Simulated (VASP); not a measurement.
# C in VASP: relaxation of the atoms with PBEsol

Aim: the relaxation of the atoms of C with PBEsol.

Program: VASP 6.6.1. These are calculated values, not measurements. Logs are shortened: lines on timing, memory, paths and dates and some standing lists are left out, and cuts for length are marked.

## Step 1: The cell of the first run

The cell holds a slab with vacuum, 8 atoms: a = 2.459 Å, b = 2.459 Å, c = 25.795 Å, α = 90.00°, β = 90.00°, γ = 120.00°.

## Step 2: Relaxation of the atoms, PBEsol

The input, INCAR:

```
PREC = Accurate
ENCUT = 520
EDIFF = 1E-7
ISMEAR = 0
SIGMA = 0.05
LREAL = False
LASPH = True
NELM = 80
ALGO = Normal
ISIF = 2
LWAVE = False
LCHARG = False
LDIPOL = True
IDIPOL = 3
DIPOL = 0.5 0.5 0.500
GGA = PS
IBRION = 2
NSW = 80
EDIFFG = -0.02
```

The input, KPOINTS:

```
regular mesh
0
Gamma
  15 15 1
```

The input, POSCAR:

```
C
1.0
    2.4589102515      0.0000000000      0.0000000000
   -1.2294551258      2.1294787434      0.0000000000
    0.0000000000      0.0000000000     25.7948886739
C
8
Direct
    0.6666666667      0.3333333333      0.2907552769
    0.3333333333      0.6666666667      0.2907779282
    0.3333333333      0.6666666667      0.4302442085
    0.0000000000      0.0000000000      0.4302668598
    0.0000000000      0.0000000000      0.5697331402
    0.6666666667      0.3333333333      0.5697557915
    0.6666666667      0.3333333333      0.7092220718
    0.3333333333      0.6666666667      0.7092447231
```

Potentials or basis: VASP PAW PBE potentials, release 64 (C).

The run is started by

```
> cat potpaw_PBE.64/C/POTCAR > POTCAR
> mpirun -np 1 vasp_std > vasp.out
```

OUTCAR:

```text
PREC = Accurate
   ENCUT = 520
   EDIFF = 1E-7
   ISMEAR = 0
   LREAL = False
   LASPH = True
   NELM = 80
   ISIF = 2
   GGA = PS
   IBRION = 2
   NSW = 80
   EDIFFG = -0.02

 ion  position               nearest neighbor table
   1  0.667  0.333  0.291-   2 1.42   2 1.42   2 1.42
   2  0.333  0.667  0.291-   1 1.42   1 1.42   1 1.42
   3  0.333  0.667  0.430-   4 1.42   4 1.42   4 1.42
   4  0.000  0.000  0.430-   3 1.42   3 1.42   3 1.42
   5  0.000  0.000  0.570-   6 1.42   6 1.42   6 1.42
   6  0.667  0.333  0.570-   5 1.42   5 1.42   5 1.42
   7  0.667  0.333  0.709-   8 1.42   8 1.42   8 1.42
   8  0.333  0.667  0.709-   7 1.42   7 1.42   7 1.42

  LATTYP: Found a hexagonal cell.
 ALAT       =     2.4589102515
 C/A-ratio  =    10.4903742047

  Lattice vectors:

 A1 = (   2.4589102515,   0.0000000000,   0.0000000000)
 A2 = (  -1.2294551258,   2.1294787434,   0.0000000000)
 A3 = (   0.0000000000,   0.0000000000,  25.7948886739)

Analysis of symmetry for initial positions (statically):
=====================================================================
 Subroutine PRICEL returns:
 Original cell was already a primitive cell.

 Routine SETGRP: Setting up the symmetry group for a
 hexagonal supercell.

 Subroutine GETGRP returns: Found 12 space group operations
 (whereof 12 operations were pure point group operations)
 out of a pool of 24 trial point group operations.

The static configuration has the point symmetry D_3d.

Analysis of symmetry for dynamics (positions and initial velocities):
=====================================================================
 Subroutine PRICEL returns:
 Original cell was already a primitive cell.

 Routine SETGRP: Setting up the symmetry group for a
 hexagonal supercell.

 Subroutine GETGRP returns: Found 12 space group operations
 (whereof 12 operations were pure point group operations)
 out of a pool of 24 trial point group operations.

The dynamic configuration has the point symmetry D_3d.

 Subroutine INISYM returns: Found 12 space group operations
 (whereof 12 operations are pure point group operations),
 and found     1 'primitive' translations

----------------------------------------------------------------------------------------

                                     Primitive cell

  volume of cell :     135.0671

  direct lattice vectors                    reciprocal lattice vectors
     2.458910251  0.000000000  0.000000000     0.406684221  0.234799244  0.000000000
    -1.229455126  2.129478743  0.000000000     0.000000000  0.469598489  0.000000000
     0.000000000  0.000000000 25.794888674     0.000000000  0.000000000  0.038767370

  length of vectors
     2.458910251  2.458910252 25.794888674     0.469598489  0.469598489  0.038767370

  position of ions in fractional coordinates (direct lattice)
     0.666666667  0.333333333  0.290755277
     0.333333333  0.666666667  0.290777928
     0.333333333  0.666666667  0.430244208
     0.000000000  0.000000000  0.430266860
     0.000000000  0.000000000  0.569733140
     0.666666667  0.333333333  0.569755792
     0.666666667  0.333333333  0.709222072
     0.333333333  0.666666667  0.709244723

  ion indices of the primitive-cell ions
   primitive index   ion index
                 1           1
                 2           2
                 3           3
                 4           4
                 5           5
                 6           6
                 7           7
                 8           8

----------------------------------------------------------------------------------------

 KPOINTS: regular mesh

Automatic generation of k-mesh.
 Grid dimensions read from file:
 generate k-points for:   15   15    1

 Generating k-lattice:

  Cartesian coordinates                     Fractional coordinates (reciprocal lattice)
     0.027112281  0.015653283  0.000000000     0.066666667  0.000000000  0.000000000
     0.000000000  0.031306566  0.000000000     0.000000000  0.066666667  0.000000000
     0.000000000  0.000000000  0.038767370     0.000000000  0.000000000  1.000000000

  Length of vectors
     0.031306566  0.031306566  0.038767370

  Shift w.r.t. Gamma in fractional coordinates (k-lattice)
     0.000000000  0.000000000  0.000000000

 Subroutine IBZKPT returns following result:
 ===========================================

 Found     27 irreducible k-points:

 Following reciprocal coordinates:
            Coordinates               Weight
  0.000000  0.000000  0.000000      1.000000
  0.066667  0.000000  0.000000      6.000000
  0.133333  0.000000  0.000000      6.000000
  0.200000  0.000000  0.000000      6.000000
  0.266667  0.000000  0.000000      6.000000
  0.333333  0.000000  0.000000      6.000000
[... 16 lines left out ...]
  0.333333  0.200000  0.000000     12.000000
  0.400000  0.200000  0.000000      6.000000
 [... further k-points ...]
   k-points           NKPTS =     27   k-points in BZ     NKDIM =     27   number of bands    NBANDS=     21
   number of dos      NEDOS =    301   number of ions     NIONS =      8
   total plane-waves  NPLWV =  62208
   dimension x,y,z NGX =    18 NGY =   18 NGZ =  192
   dimension x,y,z NGXF=    36 NGYF=   36 NGZF=  384
   ions per type =               8
   NGX,Y,Z   is equivalent  to a cutoff of  12.17, 12.17, 12.37 a.u.
   NGXF,Y,Z  is equivalent  to a cutoff of  24.34, 24.34, 24.75 a.u.
 SYSTEM =  unknown system
   PREC   = accura    normal or accurate (medium, high low for compatibility)
   ISTART =      0    job   : 0-new  1-cont  2-samecut
   ICHARG =      2    charge: 1-file 2-atom 10-const
   ISPIN  =      1    spin polarized calculation?
   LNONCOLLINEAR =      F non collinear calculations
   LSORBIT =      F    spin-orbit coupling
   LASPH  =      T    aspherical Exc in radial PAW
   ENCUT  =  520.0 eV  38.22 Ry    6.18 a.u.   4.57  4.57 47.96*2*pi/ulx,y,z
   NELM   =     80;   NELMIN=  2; NELMDL= -5     # of ELM steps
   EDIFF  = 0.1E-06   stopping-criterion for ELM
   LREAL  =      F    real-space projection
   EDIFFG = -.2E-01   stopping-criterion for IOM
   NSW    =     80    number of steps for IOM
   IBRION =      2    ionic relax: 0-MD 1-quasi-New 2-CG
   NFREE  =      1    steps in history (QN), initial steepest desc. (CG)
   ISIF   =      2    stress and relaxation
   ISYM   =      2    0-nonsym 1-usesym 2-fastsym
   POTIM  = 0.5000    time-step for ionic-motion
   TEBEG  =    0.0;   TEEND  =   0.0 temperature during run
   PSTRESS=    0.0 pullay stress
   NELECT =      32.0000    total number of electrons
   NUPDOWN=      -1.0000    fix difference up-down
   EMIN   =  10.00;   EMAX   =-10.00  energy-range for DOS
   EFERMI =   0.00;   METHOD = LEGACY
   ISMEAR =     0;   SIGMA  =   0.05  broadening in eV -4-tet -1-fermi 0-gaus
   EFERMI_NEDOS =   21; number of points for ismear=-14 and -15
   IALGO  =     38    algorithm
   IMIX   =      4    mixing-type and parameters
     AMIX     =   0.40;   BMIX     =  1.00
     AMIX_MAG =   1.60;   BMIX_MAG =  1.00
  volume/ion in A,a.u.               =      16.88       113.93
  Fermi-wavevector in a.u.,A,eV,Ry     =   1.012997  1.914287 13.961802  1.026163
  Thomas-Fermi vector in A             =   2.146140
   LORBIT       =      0    0 simple, 1 ext, 2 COOP (PROOUT), +10 PAW based schemes
   GGA     = PS    functional components
   LHFCALC =     F    Hartree Fock is set to
   AEXX    =    0.0000 exact exchange contribution
   IVDW    =     0    specifies the selected vdW correction
   LEPSILON=     F    determine dielectric tensor
   LRPA    =     F    only Hartree local field effects (RPA)
 conjugate gradient relaxation of ions
 non-spin polarized calculation
 Gauss-broadening in eV      SIGMA  =   0.05
  energy-cutoff  :      520.00
  volume of cell :      135.07
 maximum number of plane-waves:      3700
   NGX =  9   NGY =  9   NGZ = 95

 dipolmoment           0.000000      0.000000     -0.000000 electrons x Angstroem

 number of electron      31.9999991 magnetization

 dipolmoment           0.000000      0.000000      0.000000 electrons x Angstroem

 Free energy of the ion-electron system (eV)
  ---------------------------------------------------
  ext. energy  EPLUGINS =         0.00000000
  ---------------------------------------------------
  free energy    TOTEN  =       -77.15102464 eV

  energy without entropy =      -77.15052313  energy(sigma->0) =      -77.15077388

 E-fermi :   0.3602     XC(G=0):  -5.8764

 val. band max:        0.3601639206   @ k =   0.3333   0.3333   0.0000
 cond. band min:       0.3601639208   @ k =   0.3333   0.3333   0.0000
 fundamental gap:      0.0000000002
 Fermi energy:         0.3601639206

 k-point     1 :       0.0000    0.0000    0.0000
  band No.  band energies     occupation
      1     -19.2514      2.00000
      2     -19.2102      2.00000
      3     -19.1559      2.00000
      4     -19.1093      2.00000
      5      -7.8839      2.00000
      6      -7.5637      2.00000
[... 13 lines left out ...]
     20       5.4428      0.00000
     21       5.7895      0.00000

 k-point     2 :       0.0667    0.0000    0.0000
  band No.  band energies     occupation
      1     -19.1452      2.00000
      2     -19.1043      2.00000
      3     -19.0504      2.00000
      4     -19.0042      2.00000
      5      -7.7550      2.00000
      6      -7.4361      2.00000
[... 13 lines left out ...]
     20       5.5845      0.00000
     21       5.9242      0.00000

 k-point     3 :       0.1333    0.0000    0.0000
  band No.  band energies     occupation
      1     -18.8275      2.00000
      2     -18.7875      2.00000
      3     -18.7348      2.00000
      4     -18.6896      2.00000
      5      -7.3701      2.00000
      6      -7.0553      2.00000
[... 13 lines left out ...]
     20       6.0093      0.00000
     21       6.3277      0.00000

 k-point     4 :       0.2000    0.0000    0.0000
  band No.  band energies     occupation
      1     -18.3005      2.00000
      2     -18.2620      2.00000
      3     -18.2112      2.00000
      4     -18.1675      2.00000
      5      -6.7353      2.00000
      6      -6.4277      2.00000
[... 13 lines left out ...]
     20       6.7146      0.00000
     21       6.9892      0.00000

 k-point     5 :       0.2667    0.0000    0.0000
  band No.  band energies     occupation
      1     -17.5683      2.00000
      2     -17.5319      2.00000
      3     -17.4836      2.00000
      4     -17.4420      2.00000
      5      -7.5029      2.00000
      6      -7.4909      2.00000
[... 13 lines left out ...]
     20       7.0423      0.00000
     21       7.1253      0.00000
[... 382 lines left out ...]
     20       5.4456      0.00000
     21       7.5334      0.00000

 k-point    22 :       0.2667    0.2000    0.0000
  band No.  band energies     occupation
      1     -15.4281      2.00000
      2     -15.3976      2.00000
      3     -15.3568      2.00000
      4     -15.3213      2.00000
      5      -9.8501      2.00000
      6      -9.8378      2.00000
[... 13 lines left out ...]
     20       3.9842      0.00000
     21       8.8655      0.00000

 k-point    23 :       0.3333    0.2000    0.0000
  band No.  band energies     occupation
      1     -14.2657      2.00000
      2     -14.2390      2.00000
      3     -14.2028      2.00000
      4     -14.1713      2.00000
      5     -11.3025      2.00000
      6     -11.2847      2.00000
[... 13 lines left out ...]
     20       2.6006      0.00000
     21      10.3676      0.00000

 k-point    24 :       0.4000    0.2000    0.0000
  band No.  band energies     occupation
      1     -13.2831      2.00000
      2     -13.2711      2.00000
      3     -13.2527      2.00000
      4     -13.2351      2.00000
      5     -12.3580      2.00000
      6     -12.3492      2.00000
[... 13 lines left out ...]
     20       1.7279      0.00000
     21      11.0178      0.00000

 [... further k-points ...]

------------------------ aborting loop because EDIFF is reached ----------------------------------------

 vacuum level on the upper side and lower side of the slab       (xc-potential included)        -0.075        -0.075

  FORCE on cell =-STRESS in cart. coord.  units (eV):
  Direction    XX          YY          ZZ          XY          YZ          ZX
  --------------------------------------------------------------------------------------
  -------------------------------------------------------------------------------------
  Total        0.4597233      0.4597233     -0.0404254     -0.0000000      0.0000000      0.0000000
  in kB        5.4532759      5.4532759     -0.4795297     -0.0000000      0.0000000      0.0000000
  external PRESSURE =       3.4756740 kB  Pullay stress =       0.0000000 kB

 VOLUME and BASIS-vectors are now :
 -----------------------------------------------------------------------------
  energy-cutoff  :      520.00
  volume of cell :      135.07
      direct lattice vectors                 reciprocal lattice vectors
     2.458910251  0.000000000  0.000000000     0.406684221  0.234799244  0.000000000
    -1.229455126  2.129478743  0.000000000     0.000000000  0.469598489  0.000000000
     0.000000000  0.000000000 25.794888674     0.000000000  0.000000000  0.038767370

 POSITION                                       TOTAL-FORCE (eV/Angst)
 -----------------------------------------------------------------------------------
      1.22946      0.70983      7.50000         0.000000     -0.000000      0.004038
     -0.00000      1.41965      7.50058         0.000000      0.000000     -0.003965
     -0.00000      1.41965     11.09810         0.000000     -0.000000     -0.001886
      0.00000      0.00000     11.09869        -0.000000     -0.000000      0.001913
      0.00000      0.00000     14.69620         0.000000      0.000000     -0.001913
      1.22946      0.70983     14.69679        -0.000000      0.000000      0.001886
      1.22946      0.70983     18.29430        -0.000000      0.000000      0.003965
     -0.00000      1.41965     18.29489        -0.000000      0.000000     -0.004038
 -----------------------------------------------------------------------------------
    total drift:                                0.000000      0.000000      0.000000

  FREE ENERGIE OF THE ION-ELECTRON SYSTEM (eV)
  ---------------------------------------------------
  free  energy   TOTEN  =       -77.1510246355 eV

  energy  without entropy=      -77.1505231337  energy(sigma->0) =      -77.15077388

 reached required accuracy - stopping structural energy minimisation

 vacuum level on the upper side and lower side of the slab         4.621         4.621
```

Wall time 1.7 min (1 thread of AMD EPYC 7R13 (Zen 3), shared host); peak memory 0.22 GiB.

Results:

- Free energy: -77.1510 eV
- Largest force after relaxing: 0.004 eV/Å
- Band gap on the k mesh: zero (filled and empty bands touch)

Forces in eV/Å, atoms in the order of the input:
```
C    0.000  0.000  0.004
C    0.000  0.000 -0.004
C    0.000  0.000 -0.002
C    0.000  0.000  0.002
C    0.000  0.000 -0.002
C    0.000  0.000  0.002
C    0.000  0.000  0.004
C    0.000  0.000 -0.004
```

Final structure:
```
CELL_PARAMETERS angstrom
2.45891 0.00000 0.00000
-1.22946 2.12948 0.00000
0.00000 0.00000 25.79489
ATOMIC_POSITIONS crystal
C 0.66667 0.33333 0.29076
C 0.33333 0.66667 0.29078
C 0.33333 0.66667 0.43024
C 0.00000 0.00000 0.43027
C 0.00000 0.00000 0.56973
C 0.66667 0.33333 0.56976
C 0.66667 0.33333 0.70922
C 0.33333 0.66667 0.70924
```

Levels at points of the mesh, in eV from the Fermi level:
```tsv
k point	band 12	band 13	band 14	band 15	band 16	band 17	band 18	band 19	band 20	band 21
(0.00, 0.00, 0.00)	-2.99	-2.99	-2.99	-2.99	-2.99	3.45	3.67	4.29	5.08	5.43
```

Caveat: the relaxation stopped at its first step, so nothing moved; the PAW data sets were made with another functional, which shifts forces and pressure a little.
